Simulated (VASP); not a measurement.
Input of a VASP 6.6.1 run:

File INCAR:

```
ALGO     = Normal         # electronic algorithm
EDIFF    = 1E-6           # SCF threshold, eV
ENCUT    = 1350           # plane-wave cutoff, eV
GGA      = PS             # functional
GGA_COMPAT= F            
ISIF     = 2              # what is computed and relaxed
ISMEAR   = 0              # smearing method
LASPH    = T              # aspherical terms in the spheres
LCHARG   = F              # write CHGCAR
LREAL    = F              # projectors in reciprocal space
LWAVE    = F              # write WAVECAR
NBANDS   = 19             # bands
NELM     = 120            # most SCF steps
PREC     = Accurate       # precision mode
SIGMA    = 0.02           # smearing width, eV
```

KPOINTS

```
k-points
0
Gamma
  6 6 6
```

Contents of POSCAR:

```
BaF2
1.0
    0.0000000000      3.0689008514      3.0689008514
    3.0689008514      0.0000000000      3.0689008514
    3.0689008514      3.0689008514      0.0000000000
Ba F
1 2
Direct
    0.0000000000      0.0000000000      0.0000000000
    0.2500000000      0.2500000000      0.2500000000
    0.7500000000      0.7500000000      0.7500000000
```

Potentials or basis: VASP PAW PBE potentials, release 64 (Ba_sv, F_h).

Launch:

```sh
$ cat potpaw_PBE.64/Ba_sv/POTCAR potpaw_PBE.64/F_h/POTCAR > POTCAR
$ mpirun -np 1 vasp_std > vasp.out
```

(1) Predict the pressure.

(2) What does it give for the band gap on the k mesh?

Answers

(1) 1.2 GPa.

(2) 6.77 eV (least direct gap 6.85 eV).

Caveat: the PAW data sets were made with another functional, which shifts forces and pressure a little; spin-orbit coupling is left out, which moves the levels of the heavy elements.
